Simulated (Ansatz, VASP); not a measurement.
**Two plane-wave programs on ZrO2**

```
Zr O
1.0
     0.00000    2.50568    2.50568
     2.50568    0.00000    2.50568
     2.50568    2.50568    0.00000
Zr O
1 2
Direct
  0.00000 0.00000 0.00000
  0.25000 0.25000 0.25000
  0.75000 0.75000 0.75000
```

Alike in both runs: task single point; functional PBE; k mesh 8 × 8 × 8; no spin polarisation.

|  | VASP | Ansatz |
| --- | --- | --- |
| version | VASP 6.6.1 | Ansatz 0.2.0 |
| potentials or method | VASP PAW PBE potentials, release 64 (Zr_sv, O) | plane waves, PAW |
| plane-wave cutoff (eV) | 600 | 420 |
| occupations | gaussian, width 0.01 eV | fixed |
| valence electrons in the cell | 24 | 24 |

```tsv
	VASP	Ansatz	Ansatz less VASP
gap on the k mesh at the Fermi level (eV)	3.48	3.49	+0.006
pressure (GPa)	16.8	16.7	-0.12
```
